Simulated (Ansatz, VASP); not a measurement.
**One calculation of TiC, two programs**

INCAR

```
  PREC = Accurate
  ENCUT = 520
  EDIFF = 1E-7
  ISMEAR = -1
  SIGMA = 0.05
  LREAL = F
  LASPH = T
  NELM = 60
  ALGO = Normal
  ISIF = 2
  LWAVE = F
  LCHARG = F
  GGA = RE
  NBANDS = 15
```

File KPOINTS:

```
Automatic mesh
0
Gamma
  6 6 6
```

The input POSCAR:

```
TiC
1.0
    0.0000000000      2.1657188437      2.1657188437
    2.1657188437      0.0000000000      2.1657188437
    2.1657188437      2.1657188437      0.0000000000
Ti C
1 1
Direct
    0.0000000000      0.0000000000      0.0000000000
    0.5000000000      0.5000000000      0.5000000000
```

input.yaml

```yaml
crystal:
  lattice:
    - [0.0, 2.1657188437, 2.1657188437]
    - [2.1657188437, 0.0, 2.1657188437]
    - [2.1657188437, 2.1657188437, 0.0]
  atoms:
    - { symbol: Ti, position: [0.0, 0.0, 0.0] }
    - { symbol: C, position: [0.5, 0.5, 0.5] }
hamiltonian:
  xc: revpbe
  pseudopotentials: { kind: paw }
kpoints:
  mp_grid: { grid: [6, 6, 6] }
  band_path:
    path:
      - [[0.0, 0.0, 0.0], [0.5, 0.0, 0.5], [0.5, 0.25, 0.75], [0.375, 0.375, 0.75], [0.0, 0.0, 0.0], [0.5, 0.5, 0.5], [0.625, 0.25, 0.625], [0.5, 0.25, 0.75], [0.5, 0.5, 0.5], [0.375, 0.375, 0.75]]
      - [[0.625, 0.25, 0.625], [0.5, 0.0, 0.5]]
    npoints: 14
scf:
  occupations: { method: fermi_dirac, width: 0.05 }
  n_extra_bands: 6
output:
  forces: true
  stress: true
  eigenvalues: true
  fatbands: true
```

Alike in both runs: functional revPBE; k mesh 6 × 6 × 6; occupations fermi-dirac, width 0.05 eV; no spin polarisation.

|  | VASP | Ansatz |
| --- | --- | --- |
| version | VASP 6.6.1 | Ansatz 0.2.0 |
| potentials or method | VASP PAW PBE potentials, release 64 (Ti_sv, C) | Ansatz PAW |
| plane-wave cutoff (eV) | 520 | 420 |
| valence electrons in the cell | 16 | 16 |
| task | single point | band structure |

Ansatz gave:

| Quantity | Value |
| --- | --- |
| gap on the k mesh at the Fermi level (eV) | none |
| pressure (GPa) | 3.7 |

Task: What did VASP give for the same quantities?

Result: gap on the k mesh at the Fermi level (eV): none; pressure (GPa): 3.9.

VASP's potentials were made for PBE, not for revPBE. A gap of «none» marks a metal or a gap that the smearing closes. With one functional, cell and mesh, what is left measures potentials, basis and numerics.

The k mesh is coarse, so the values compare programs but aren't converged.
